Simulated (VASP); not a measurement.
# Ru (Pm-3m) in VASP: further runs, part 3 of 3

VASP 6.6.1. Earlier steps stand in the parts before.

## (5) Single point, BLYP

This run uses another cell than the first one, of 16.66 Å³/atom, 0.926 times its volume.

File INCAR:

```
AGGAC    = 1.0          
AGGAX    = 1.0          
ALDAC    = 0.0          
ALDAX    = 1.0          
ALGO     = Normal         # electronic algorithm
EDIFF    = 1E-6           # SCF threshold, eV
ENCUT    = 520            # plane-wave cutoff, eV
GGA      = B5             # functional
ISIF     = 2              # what is computed and relaxed
ISMEAR   = -1             # smearing method
LASPH    = True           # aspherical terms in the spheres
LCHARG   = False          # write CHGCAR
LREAL    = False          # projectors in reciprocal space
LWAVE    = False          # write WAVECAR
NBANDS   = 13             # bands
NELM     = 80             # most SCF steps
PREC     = Accurate       # precision mode
SIGMA    = 0.1            # smearing width, eV
```

File KPOINTS:

```
k-points
0
Gamma
  20 20 20
```

File POSCAR:

```
Ru
1.0
    2.5539869695      0.0000000000      0.0000000000
    0.0000000000      2.5539869695      0.0000000000
    0.0000000000      0.0000000000      2.5539869695
Ru
1
Direct
    0.0000000000      0.0000000000      0.0000000000
```

Potentials or basis: VASP PAW PBE potentials, release 64 (Ru_pv).

Started as:

```bash
$ cat potpaw_PBE.64/Ru_pv/POTCAR > POTCAR
$ mpirun -np 1 vasp_std > vasp.out
```

OUTCAR:

```text
EDIFF = 1E-6
   ENCUT = 520
   GGA = B5
   ISIF = 2
   ISMEAR = -1
   LASPH = True
   LREAL = False
   NELM = 80
   PREC = Accurate

 ion  position               nearest neighbor table
   1  0.000  0.000  0.000-

  LATTYP: Found a simple cubic cell.
 ALAT       =     2.5539869695

  Lattice vectors:

 A1 = (   2.5539869695,   0.0000000000,   0.0000000000)
 A2 = (   0.0000000000,   2.5539869695,   0.0000000000)
 A3 = (   0.0000000000,   0.0000000000,   2.5539869695)

Analysis of symmetry for initial positions (statically):
=====================================================================
 Subroutine PRICEL returns:
 Original cell was already a primitive cell.

 Routine SETGRP: Setting up the symmetry group for a
 simple cubic supercell.

 Subroutine GETGRP returns: Found 48 space group operations
 (whereof 48 operations were pure point group operations)
 out of a pool of 48 trial point group operations.

The static configuration has the point symmetry O_h .

Analysis of symmetry for dynamics (positions and initial velocities):
=====================================================================
 Subroutine PRICEL returns:
 Original cell was already a primitive cell.

 Routine SETGRP: Setting up the symmetry group for a
 simple cubic supercell.

 Subroutine GETGRP returns: Found 48 space group operations
 (whereof 48 operations were pure point group operations)
 out of a pool of 48 trial point group operations.

The dynamic configuration has the point symmetry O_h .

 Subroutine INISYM returns: Found 48 space group operations
 (whereof 48 operations are pure point group operations),
 and found     1 'primitive' translations

----------------------------------------------------------------------------------------

                                     Primitive cell

  volume of cell :      16.6593

  direct lattice vectors                    reciprocal lattice vectors
     2.553986969  0.000000000  0.000000000     0.391544676  0.000000000  0.000000000
     0.000000000  2.553986969  0.000000000     0.000000000  0.391544676  0.000000000
     0.000000000  0.000000000  2.553986969     0.000000000  0.000000000  0.391544676

  length of vectors
     2.553986969  2.553986969  2.553986969     0.391544676  0.391544676  0.391544676

  position of ions in fractional coordinates (direct lattice)
     0.000000000  0.000000000  0.000000000

  ion indices of the primitive-cell ions
   primitive index   ion index
                 1           1

----------------------------------------------------------------------------------------

 KPOINTS: k-points

Automatic generation of k-mesh.
 Grid dimensions read from file:
 generate k-points for:   20   20   20

 Generating k-lattice:

  Cartesian coordinates                     Fractional coordinates (reciprocal lattice)
     0.019577234  0.000000000  0.000000000     0.050000000  0.000000000  0.000000000
     0.000000000  0.019577234  0.000000000     0.000000000  0.050000000  0.000000000
     0.000000000  0.000000000  0.019577234     0.000000000  0.000000000  0.050000000

  Length of vectors
     0.019577234  0.019577234  0.019577234

  Shift w.r.t. Gamma in fractional coordinates (k-lattice)
     0.000000000  0.000000000  0.000000000

 Subroutine IBZKPT returns following result:
 ===========================================

 Found    286 irreducible k-points:

 Following reciprocal coordinates:
            Coordinates               Weight
  0.000000  0.000000  0.000000      1.000000
  0.050000  0.000000  0.000000      6.000000
  0.100000  0.000000  0.000000      6.000000
  0.150000  0.000000  0.000000      6.000000
  0.200000  0.000000  0.000000      6.000000
  0.250000  0.000000  0.000000      6.000000
[... 16 lines left out ...]
  0.150000  0.100000  0.000000     24.000000
  0.200000  0.100000  0.000000     24.000000
 [... further k-points ...]
   k-points           NKPTS =    286   k-points in BZ     NKDIM =    286   number of bands    NBANDS=     13
   number of dos      NEDOS =    301   number of ions     NIONS =      1
   total plane-waves  NPLWV =   8000
   dimension x,y,z NGX =    20 NGY =   20 NGZ =   20
   dimension x,y,z NGXF=    40 NGYF=   40 NGZF=   40
   ions per type =               1
   NGX,Y,Z   is equivalent  to a cutoff of  13.02, 13.02, 13.02 a.u.
   NGXF,Y,Z  is equivalent  to a cutoff of  26.04, 26.04, 26.04 a.u.
 SYSTEM =  unknown system
   PREC   = accura    normal or accurate (medium, high low for compatibility)
   ISTART =      0    job   : 0-new  1-cont  2-samecut
   ICHARG =      2    charge: 1-file 2-atom 10-const
   ISPIN  =      1    spin polarized calculation?
   LNONCOLLINEAR =      F non collinear calculations
   LSORBIT =      F    spin-orbit coupling
   LASPH  =      T    aspherical Exc in radial PAW
   ENCUT  =  520.0 eV  38.22 Ry    6.18 a.u.   4.75  4.75  4.75*2*pi/ulx,y,z
   NELM   =     80;   NELMIN=  2; NELMDL= -5     # of ELM steps
   EDIFF  = 0.1E-05   stopping-criterion for ELM
   LREAL  =      F    real-space projection
   EDIFFG = 0.1E-04   stopping-criterion for IOM
   NSW    =      0    number of steps for IOM
   IBRION =     -1    ionic relax: 0-MD 1-quasi-New 2-CG
   NFREE  =      0    steps in history (QN), initial steepest desc. (CG)
   ISIF   =      2    stress and relaxation
   ISYM   =      2    0-nonsym 1-usesym 2-fastsym
   POTIM  = 0.5000    time-step for ionic-motion
   TEBEG  =    0.0;   TEEND  =   0.0 temperature during run
   PSTRESS=    0.0 pullay stress
   NELECT =      14.0000    total number of electrons
   NUPDOWN=      -1.0000    fix difference up-down
   EMIN   =  10.00;   EMAX   =-10.00  energy-range for DOS
   EFERMI =   0.00;   METHOD = LEGACY
   ISMEAR =    -1;   SIGMA  =   0.10  broadening in eV -4-tet -1-fermi 0-gaus
   EFERMI_NEDOS =   21; number of points for ismear=-14 and -15
   IALGO  =     38    algorithm
   IMIX   =      4    mixing-type and parameters
     AMIX     =   0.40;   BMIX     =  1.00
     AMIX_MAG =   1.60;   BMIX_MAG =  1.00
  volume/ion in A,a.u.               =      16.66       112.42
  Fermi-wavevector in a.u.,A,eV,Ry     =   1.544895  2.919427 32.473012  2.386699
  Thomas-Fermi vector in A             =   2.650350
   LORBIT       =      0    0 simple, 1 ext, 2 COOP (PROOUT), +10 PAW based schemes
   GGA     = B5    functional components
   LHFCALC =     F    Hartree Fock is set to
   AEXX    =    0.0000 exact exchange contribution
   IVDW    =     0    specifies the selected vdW correction
   LEPSILON=     F    determine dielectric tensor
   LRPA    =     F    only Hartree local field effects (RPA)
 non-spin polarized calculation
  energy-cutoff  :      520.00
  volume of cell :       16.66
 maximum number of plane-waves:       468
 NGX is ok and might be reduce to    20
   NGX =  9   NGY =  9   NGZ =  9

 number of electron      14.0000010 magnetization

 Free energy of the ion-electron system (eV)
  ---------------------------------------------------
  ext. energy  EPLUGINS =         0.00000000
  ---------------------------------------------------
  free energy    TOTEN  =        -7.07840240 eV

  energy without entropy =       -7.02402339  energy(sigma->0) =       -7.05121289

 E-fermi :  10.2190     XC(G=0): -12.0563

 val. band max:       10.2135174809   @ k =   0.2000   0.1500   0.1000
 cond. band min:      10.2284793031   @ k =   0.3500   0.3000   0.1000
 fundamental gap:      0.0149618222
 Fermi energy:        10.2189832472

 k-point     1 :       0.0000    0.0000    0.0000
  band No.  band energies     occupation
      1     -32.0008      2.00000
      2     -32.0008      2.00000
      3     -32.0008      2.00000
      4       3.5875      2.00000
      5       5.2688      2.00000
      6       5.2688      2.00000
      7      11.6916      0.00000
      8      11.6916      0.00000
      9      11.6916      0.00000
     10      20.8705      0.00000
     11      26.5737      0.00000
     12      26.5737      0.00000
     13      26.5737      0.00000
[... 353 lines left out ...]
 k-point    24 :       0.2000    0.1000    0.0000
  band No.  band energies     occupation
      1     -32.3137      2.00000
      2     -32.0619      2.00000
      3     -31.9659      2.00000
      4       4.7930      2.00000
      5       5.7346      2.00000
      6       6.5943      2.00000
      7      10.4686      0.15226
      8      10.7726      0.00785
      9      11.5114      0.00000
     10      20.8690      0.00000
     11      22.6452      0.00000
     12      26.5249      0.00000
     13      28.9917      0.00000

 [... further k-points ...]

------------------------ aborting loop because EDIFF is reached ----------------------------------------

  FORCE on cell =-STRESS in cart. coord.  units (eV):
  Direction    XX          YY          ZZ          XY          YZ          ZX
  --------------------------------------------------------------------------------------
  -------------------------------------------------------------------------------------
  Total        0.0546055      0.0546055      0.0546055     -0.0000000      0.0000000     -0.0000000
  in kB        5.2515898      5.2515898      5.2515898     -0.0000000      0.0000000     -0.0000000
  external PRESSURE =       5.2515898 kB  Pullay stress =       0.0000000 kB

 VOLUME and BASIS-vectors are now :
 -----------------------------------------------------------------------------
  energy-cutoff  :      520.00
  volume of cell :       16.66
      direct lattice vectors                 reciprocal lattice vectors
     2.553986969  0.000000000  0.000000000     0.391544676  0.000000000  0.000000000
     0.000000000  2.553986969  0.000000000     0.000000000  0.391544676  0.000000000
     0.000000000  0.000000000  2.553986969     0.000000000  0.000000000  0.391544676

 POSITION                                       TOTAL-FORCE (eV/Angst)
 -----------------------------------------------------------------------------------
      0.00000      0.00000      0.00000         0.000000      0.000000      0.000000
 -----------------------------------------------------------------------------------
    total drift:                               -0.000000      0.000000      0.000000

  FREE ENERGIE OF THE ION-ELECTRON SYSTEM (eV)
  ---------------------------------------------------
  free  energy   TOTEN  =        -7.0784023998 eV

  energy  without entropy=       -7.0240233860  energy(sigma->0) =       -7.05121289
```

Run time: 32 s. Hardware: 1 thread of Intel Xeon 6975P-C, shared host; peak memory 0.17 GiB.

What came out:

| Quantity | Value |
| --- | --- |
| Free energy | -7.0784 eV |
| Pressure | 0.5 GPa |
| Band gap on the k mesh | zero (band 7 reaches 13.61 eV, above the bottom of band 8 at 9.19 eV) |

Levels at points of the mesh, in eV from the Fermi level:
```tsv
k point	band 4	band 5	band 6	band 7	band 8	band 9	band 10	band 11
(0.00, 0.00, 0.00)	-6.63	-4.95	-4.95	1.47	1.47	1.47	10.65	16.35
(0.50, 0.00, 0.00)	-4.27	-4.16	-0.92	-0.92	0.16	1.71	6.91	10.65
(0.50, 0.50, 0.00)	-5.52	-3.37	-0.46	-0.46	3.24	5.68	5.68	10.65
(0.50, 0.50, 0.50)	-4.31	-4.31	-4.31	3.39	3.39	9.79	10.65	12.13
```

Caveat: the PAW data sets were made with another functional, which shifts forces and pressure a little.

## (6) Overview

```tsv
task	cell	k mesh	cutoff (eV)	gap on the mesh (eV)	pressure (GPa)
single point	a = 2.620 Å, 1 atom	14 × 14 × 14	520	none	-11.6
single point	a = 2.652 Å, 1 atom	14 × 14 × 14	520	none	-15.8
relaxation of cell and atoms	relaxed from a = 2.446 Å, 1 atom	13 × 13 × 13	600	none	0.0
single point	a = 2.554 Å, 1 atom	20 × 20 × 20	520	none	0.5
```

Alike in all rows: level BLYP; potentials or basis VASP PAW PBE potentials, release 64 (Ru_pv); no spin polarisation; smearing fermi-dirac 0.1 eV.

Caveats: the PAW data sets were made with another functional, which shifts forces and pressure a little.

Total energies depend on the potentials used, so only differences within one code and one set of settings carry meaning.
